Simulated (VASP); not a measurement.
# Ga3As3N2 in VASP: further runs

The runs below take Ga3As3N2 through single point, with PBE+D3(BJ).

Everything below comes from runs of VASP 6.6.1. Logs are shortened: lines on timing, memory, paths and dates and some standing lists are left out, and cuts for length are marked.

### Step 1. The cell of the first run

The cell holds a slab with vacuum, 8 atoms: a = 4.014 Å, b = 5.676 Å, c = 22.885 Å, α = 90.00°, β = 90.00°, γ = 90.00°.

### Step 2. Single point, PBE+D3(BJ)

Input file INCAR:

```
SYSTEM = Ga3As3N2
PREC = Accurate ; ENCUT = 520
EDIFF = 1E-7 ; ISMEAR = 0
SIGMA = 0.05 ; LREAL = .False.
LASPH = .True. ; NELM = 100
ALGO = Normal ; ISIF = 2
LWAVE = .False. ; LCHARG = .False.
LDIPOL = .True. ; IDIPOL = 3
DIPOL = 0.5 0.5 0.331 ; GGA = PE
IVDW = 12 ; NBANDS = 42
```

Input file KPOINTS:

```
Automatic mesh
0
Gamma
  7 5 1
  0 0 0
```

Input file POSCAR:

```
Ga3As3N2
1.0
    4.0137031116      0.0000000000      0.0000000000
    0.0000000000      5.6762333758      0.0000000000
    0.0000000000      0.0000000000     22.8852699092
Ga As N
3 3 2
Direct
    0.5000000000      0.5000000000      0.1747849169
    0.0000000000      0.0653835254      0.2732733389
    0.5000000000      0.4894639615      0.3292030243
    0.0000000000      0.2500000000      0.1747849169
    0.5000000000      0.8102208702      0.2554204538
    0.0000000000      0.2887573197      0.3664046761
    0.0000000000      0.2887573197      0.5149718555
    0.0000000000      0.2887573197      0.5630377077
```

Potentials or basis: VASP PAW PBE potentials, release 64 (Ga_d, As, N).

Run with:

```console
> cat potpaw_PBE.64/Ga_d/POTCAR potpaw_PBE.64/As/POTCAR potpaw_PBE.64/N/POTCAR > POTCAR
> mpirun -np 1 vasp_std > vasp.out
```

OUTCAR:

```text
SYSTEM = Ga3As3N2
   PREC = Accurate
   ENCUT = 520
   EDIFF = 1E-7
   ISMEAR = 0
   LREAL = .False.
   LASPH = .True.
   NELM = 100
   ISIF = 2
   GGA = PE
   IVDW = 12
 IVDW          = 12

 ion  position               nearest neighbor table
   1  0.500  0.500  0.175-   4 2.46   4 2.46   5 2.55
   2  0.000  0.065  0.273-   6 2.48   4 2.49   5 2.51   5 2.51
   3  0.500  0.489  0.329-   6 2.46   6 2.46   5 2.48
   4  0.000  0.250  0.175-   1 2.46   1 2.46   2 2.49
   5  0.500  0.810  0.255-   3 2.48   2 2.51   2 2.51   1 2.55
   6  0.000  0.289  0.366-   3 2.46   3 2.46   2 2.48
   7  0.000  0.289  0.515-   8 1.10
   8  0.000  0.289  0.563-   7 1.10

  LATTYP: Found a simple orthorhombic cell.
 ALAT       =     4.0137031116
 B/A-ratio  =     1.4142135624
 C/A-ratio  =     5.7017844302

  Lattice vectors:

 A1 = (   4.0137031116,   0.0000000000,   0.0000000000)
 A2 = (   0.0000000000,   5.6762333758,   0.0000000000)
 A3 = (   0.0000000000,   0.0000000000,  22.8852699092)

Analysis of symmetry for initial positions (statically):
=====================================================================
 Subroutine PRICEL returns:
 Original cell was already a primitive cell.

 Routine SETGRP: Setting up the symmetry group for a
 simple orthorhombic supercell.

 Subroutine GETGRP returns: Found  2 space group operations
 (whereof  2 operations were pure point group operations)
 out of a pool of  8 trial point group operations.

The static configuration has the point symmetry C_1h.

Analysis of symmetry for dynamics (positions and initial velocities):
=====================================================================
 Subroutine PRICEL returns:
 Original cell was already a primitive cell.

 Routine SETGRP: Setting up the symmetry group for a
 simple orthorhombic supercell.

 Subroutine GETGRP returns: Found  2 space group operations
 (whereof  2 operations were pure point group operations)
 out of a pool of  8 trial point group operations.

The dynamic configuration has the point symmetry C_1h.

 Subroutine INISYM returns: Found  2 space group operations
 (whereof  2 operations are pure point group operations),
 and found     1 'primitive' translations

----------------------------------------------------------------------------------------

                                     Primitive cell

  volume of cell :     521.3886

  direct lattice vectors                    reciprocal lattice vectors
     4.013703112  0.000000000  0.000000000     0.249146479  0.000000000  0.000000000
     0.000000000  5.676233376  0.000000000     0.000000000  0.176173165  0.000000000
     0.000000000  0.000000000 22.885269909     0.000000000  0.000000000  0.043696229

  length of vectors
     4.013703112  5.676233376 22.885269909     0.249146479  0.176173165  0.043696229

  position of ions in fractional coordinates (direct lattice)
     0.500000000  0.500000000  0.174784917
     0.000000000  0.065383525  0.273273339
     0.500000000  0.489463962  0.329203024
     0.000000000  0.250000000  0.174784917
     0.500000000  0.810220870  0.255420454
     0.000000000  0.288757320  0.366404676
     0.000000000  0.288757320  0.514971856
     0.000000000  0.288757320  0.563037708

  ion indices of the primitive-cell ions
   primitive index   ion index
                 1           1
                 2           2
                 3           3
                 4           4
                 5           5
                 6           6
                 7           7
                 8           8

----------------------------------------------------------------------------------------

 KPOINTS: Automatic mesh

Automatic generation of k-mesh.
 Grid dimensions read from file:
 generate k-points for:    7    5    1

 Generating k-lattice:

  Cartesian coordinates                     Fractional coordinates (reciprocal lattice)
     0.035592354  0.000000000  0.000000000     0.142857143  0.000000000  0.000000000
     0.000000000  0.035234633  0.000000000     0.000000000  0.200000000  0.000000000
     0.000000000  0.000000000  0.043696229     0.000000000  0.000000000  1.000000000

  Length of vectors
     0.035592354  0.035234633  0.043696229

  Shift w.r.t. Gamma in fractional coordinates (k-lattice)
     0.000000000  0.000000000  0.000000000

 Subroutine IBZKPT returns following result:
 ===========================================

 Found     12 irreducible k-points:

 Following reciprocal coordinates:
            Coordinates               Weight
  0.000000  0.000000  0.000000      1.000000
  0.142857  0.000000  0.000000      2.000000
  0.285714  0.000000  0.000000      2.000000
  0.428571  0.000000  0.000000      2.000000
  0.000000  0.200000  0.000000      2.000000
  0.142857  0.200000  0.000000      4.000000
  0.285714  0.200000  0.000000      4.000000
  0.428571  0.200000  0.000000      4.000000
  0.000000  0.400000  0.000000      2.000000
  0.142857  0.400000  0.000000      4.000000
  0.285714  0.400000  0.000000      4.000000
  0.428571  0.400000  0.000000      4.000000
   k-points           NKPTS =     12   k-points in BZ     NKDIM =     12   number of bands    NBANDS=     42
   number of dos      NEDOS =    301   number of ions     NIONS =      8
   total plane-waves  NPLWV = 226800
   dimension x,y,z NGX =    30 NGY =   42 NGZ =  180
   dimension x,y,z NGXF=    60 NGYF=   84 NGZF=  360
   ions per type =               3   3   2
   NGX,Y,Z   is equivalent  to a cutoff of  12.43, 12.30, 13.08 a.u.
   NGXF,Y,Z  is equivalent  to a cutoff of  24.85, 24.60, 26.15 a.u.
 SYSTEM =  Ga3As3N2
   PREC   = accura    normal or accurate (medium, high low for compatibility)
   ISTART =      0    job   : 0-new  1-cont  2-samecut
   ICHARG =      2    charge: 1-file 2-atom 10-const
   ISPIN  =      1    spin polarized calculation?
   LNONCOLLINEAR =      F non collinear calculations
   LSORBIT =      F    spin-orbit coupling
   LASPH  =      T    aspherical Exc in radial PAW
   ENCUT  =  520.0 eV  38.22 Ry    6.18 a.u.   7.46 10.55 42.55*2*pi/ulx,y,z
   NELM   =    100;   NELMIN=  2; NELMDL= -5     # of ELM steps
   EDIFF  = 0.1E-06   stopping-criterion for ELM
   LREAL  =      F    real-space projection
   EDIFFG = 0.1E-05   stopping-criterion for IOM
   NSW    =      0    number of steps for IOM
   IBRION =     -1    ionic relax: 0-MD 1-quasi-New 2-CG
   NFREE  =      0    steps in history (QN), initial steepest desc. (CG)
   ISIF   =      2    stress and relaxation
   ISYM   =      2    0-nonsym 1-usesym 2-fastsym
   POTIM  = 0.5000    time-step for ionic-motion
   TEBEG  =    0.0;   TEEND  =   0.0 temperature during run
   PSTRESS=    0.0 pullay stress
   NELECT =      64.0000    total number of electrons
   NUPDOWN=      -1.0000    fix difference up-down
   EMIN   =  10.00;   EMAX   =-10.00  energy-range for DOS
   EFERMI =   0.00;   METHOD = LEGACY
   ISMEAR =     0;   SIGMA  =   0.05  broadening in eV -4-tet -1-fermi 0-gaus
   EFERMI_NEDOS =   21; number of points for ismear=-14 and -15
   IALGO  =     38    algorithm
   IMIX   =      4    mixing-type and parameters
     AMIX     =   0.40;   BMIX     =  1.00
     AMIX_MAG =   1.60;   BMIX_MAG =  1.00
  volume/ion in A,a.u.               =      65.17       439.81
  Fermi-wavevector in a.u.,A,eV,Ry     =   0.813606  1.537493  9.006448  0.661955
  Thomas-Fermi vector in A             =   1.923362
   LORBIT       =      0    0 simple, 1 ext, 2 COOP (PROOUT), +10 PAW based schemes
   GGA     = PE    functional components
   LHFCALC =     F    Hartree Fock is set to
   AEXX    =    0.0000 exact exchange contribution
   IVDW    =    12    specifies the selected vdW correction
   LEPSILON=     F    determine dielectric tensor
   LRPA    =     F    only Hartree local field effects (RPA)
 non-spin polarized calculation
 Gauss-broadening in eV      SIGMA  =   0.05
  energy-cutoff  :      520.00
  volume of cell :      521.39
 maximum number of plane-waves:     14091
 NGX is ok and might be reduce to    30
   NGX = 15   NGY = 21   NGZ = 85

 dipolmoment           0.000000      0.000000     -0.004201 electrons x Angstroem

 number of electron      64.0000015 magnetization

 dipolmoment           0.000000      0.000000      0.013876 electrons x Angstroem

 Free energy of the ion-electron system (eV)
  ---------------------------------------------------
  ext. energy  EPLUGINS =         0.00000000
  ---------------------------------------------------
  free energy    TOTEN  =       -39.34337060 eV

  energy without entropy =      -39.34337060  energy(sigma->0) =      -39.34337060

 E-fermi :  -1.9409     XC(G=0):  -3.8481

 val. band max:       -2.1373630065   @ k =   0.0000   0.0000   0.0000
 cond. band min:      -1.7405560973   @ k =   0.4286   0.0000   0.0000
 fundamental gap:      0.3968069092
 Fermi energy:        -1.9408770500

 k-point     1 :       0.0000    0.0000    0.0000
  band No.  band energies     occupation
      1     -25.9774      2.00000
      2     -17.1207      2.00000
      3     -17.0532      2.00000
      4     -17.0398      2.00000
      5     -17.0183      2.00000
      6     -16.9992      2.00000
[... 34 lines left out ...]
     41       2.1159      0.00000
     42       2.3123      0.00000

 k-point     2 :       0.1429    0.0000    0.0000
  band No.  band energies     occupation
      1     -25.9755      2.00000
      2     -17.1175      2.00000
      3     -17.0506      2.00000
      4     -17.0391      2.00000
      5     -17.0174      2.00000
      6     -17.0018      2.00000
[... 439 lines left out ...]
     41       2.8627      0.00000
     42       3.0968      0.00000

 k-point    12 :       0.4286    0.4000    0.0000
  band No.  band energies     occupation
      1     -25.9673      2.00000
      2     -17.1017      2.00000
      3     -17.0400      2.00000
      4     -17.0337      2.00000
      5     -17.0174      2.00000
      6     -17.0135      2.00000
[... 34 lines left out ...]
     41       2.8579      0.00000
     42       3.2184      0.00000

------------------------ aborting loop because EDIFF is reached ----------------------------------------

 vacuum level on the upper side and lower side of the slab       (xc-potential included)        -0.009        -0.118

 Edisp (eV)   -1.25980

 E8    (eV) :    -0.5721

  FORCE on cell =-STRESS in cart. coord.  units (eV):
  Direction    XX          YY          ZZ          XY          YZ          ZX
  --------------------------------------------------------------------------------------
  -------------------------------------------------------------------------------------
  Total      -2.13989    -2.69553     2.98232     0.00000    -0.02067     0.00000
  in kB      -6.57567    -8.28312     9.16437     0.00000    -0.06350     0.00000
  external pressure =       -1.90 kB  Pullay stress =        0.00 kB

 VOLUME and BASIS-vectors are now :
 -----------------------------------------------------------------------------
  energy-cutoff  :      520.00
  volume of cell :      521.39
      direct lattice vectors                 reciprocal lattice vectors
     4.013703112  0.000000000  0.000000000     0.249146479  0.000000000  0.000000000
     0.000000000  5.676233376  0.000000000     0.000000000  0.176173165  0.000000000
     0.000000000  0.000000000 22.885269909     0.000000000  0.000000000  0.043696229

 POSITION                                       TOTAL-FORCE (eV/Angst)
 -----------------------------------------------------------------------------------
      2.00685      2.83812      4.00000         0.000000     -0.322744      1.028133
      0.00000      0.37113      6.25393         0.000000      0.015674      0.003014
      2.00685      2.77831      7.53390         0.000000     -0.006118     -0.022636
      0.00000      1.41906      4.00000         0.000000      0.321078     -1.078157
      2.00685      4.59900      5.84537         0.000000      0.012978     -0.007316
      0.00000      1.63905      8.38527         0.000000     -0.033960     -0.060139
      0.00000      1.63905     11.78527         0.000000      0.023367     -2.012341
      0.00000      1.63905     12.88527         0.000000     -0.010275      2.149442
 -----------------------------------------------------------------------------------
    total drift:                                0.000000     -0.000455      0.000491

  FREE ENERGIE OF THE ION-ELECTRON SYSTEM (eV)
  ---------------------------------------------------
  free  energy   TOTEN  =       -40.6031694054 eV

  energy  without entropy=      -40.6031694051  energy(sigma->0) =      -40.60316941

 vacuum level on the upper side and lower side of the slab         2.566         2.454
```

Run time: 7.4 min. Hardware: 1 thread of Intel Xeon Platinum 8488C (Sapphire Rapids), shared host; peak memory 0.62 GiB.

Results:

| Item | Value |
| --- | --- |
| Free energy | -40.6032 eV |
| Largest force | 2.149 eV/Å |
| Band gap on the k mesh | 0.40 eV (least direct gap 0.75 eV) |
| Dispersion energy per atom | -0.157 eV |

Forces on the atoms (eV/Å):
```
Ga   0.000 -0.323  1.028
Ga   0.000  0.016  0.003
Ga   0.000 -0.006 -0.023
As   0.000  0.321 -1.078
As   0.000  0.013 -0.007
As   0.000 -0.034 -0.060
N    0.000  0.023 -2.012
N    0.000 -0.010  2.149
```

Levels at points of the mesh, in eV from the valence-band top:
| k point | band 28 | band 29 | band 30 | band 31 | band 32 | band 33 | band 34 | band 35 | band 36 | band 37 |
| --- | --- | --- | --- | --- | --- | --- | --- | --- | --- | --- |
| (0.00, 0.00, 0.00) | -1.98 | -1.32 | -0.89 | -0.83 | 0.00 | 0.75 | 1.61 | 2.30 | 2.56 | 2.85 |

Caveat: the standard files for N, O and F lose accuracy on very short bonds.

### Step 3. Single point, PBE+D3(BJ)

Input file INCAR:

```
SYSTEM = Ga3As3N2
PREC     = Accurate       ! precision mode
ENCUT    = 520            ! plane-wave cutoff, eV
EDIFF    = 1E-7           ! SCF threshold, eV
ISMEAR   = 0              ! smearing method
SIGMA    = 0.05           ! smearing width, eV
LREAL    = .FALSE.        ! projectors in reciprocal space
LASPH    = .TRUE.         ! aspherical terms in the spheres
NELM     = 80             ! most SCF steps
ALGO     = Normal         ! electronic algorithm
ISIF     = 2              ! what is computed and relaxed
LWAVE    = .FALSE.        ! write WAVECAR
LCHARG   = .TRUE.         ! write CHGCAR
LDIPOL   = .TRUE.       
IDIPOL   = 3            
DIPOL    = 0.5 0.5 0.331
GGA      = PE             ! functional
IVDW     = 12             ! dispersion correction
LELF     = .TRUE.         ! ELF
LVHAR    = .TRUE.       
LVACPOTAV= .TRUE.       
NBANDS   = 42             ! bands
```

Input file KPOINTS:

```
Automatic mesh
0
G
  7 5 1
  0 0 0
```

POSCAR: that of step 2 with these lines changed.

```diff
@@ -14,3 +14,3 @@
     0.0000000000      0.2887573197      0.3664046761
-    0.0000000000      0.2887573197      0.5149718555
-    0.0000000000      0.2887573197      0.5630377077
+    0.0000000000      0.7887573197      0.5149718555
+    0.0000000000      0.7887573197      0.5630377077
```

Potentials or basis: VASP PAW PBE potentials, release 64 (Ga_d, As, N).

Run with:

```console
> cat potpaw_PBE.64/Ga_d/POTCAR potpaw_PBE.64/As/POTCAR potpaw_PBE.64/N/POTCAR > POTCAR
> mpirun -np 1 vasp_std > vasp.out
```

Run time: 8.1 min. Hardware: 1 thread of Intel Xeon Platinum 8488C (Sapphire Rapids), shared host; peak memory 0.64 GiB.

The run converged. Its results:

- Free energy: -40.6566 eV
- Largest force: 2.144 eV/Å
- Band gap on the k mesh: 0.40 eV (least direct gap 0.75 eV)
- Dispersion energy per atom: -0.156 eV

Forces in eV/Å, atoms in the order of the input:
```
Ga   0.000 -0.310  1.032
Ga   0.000 -0.010  0.019
Ga   0.000  0.010  0.014
As   0.000  0.316 -1.061
As   0.000  0.009 -0.015
As   0.000 -0.010  0.049
N    0.000 -0.011 -2.144
N    0.000  0.006  2.105
```

Levels at points of the mesh, in eV from the valence-band top:
| k point | band 28 | band 29 | band 30 | band 31 | band 32 | band 33 | band 34 | band 35 | band 36 | band 37 |
| --- | --- | --- | --- | --- | --- | --- | --- | --- | --- | --- |
| (0.00, 0.00, 0.00) | -1.98 | -1.32 | -0.89 | -0.85 | 0.00 | 0.75 | 1.61 | 2.31 | 2.72 | 2.90 |

Caveat: the standard files for N, O and F lose accuracy on very short bonds.

(Part 1 of 2 ends here.)
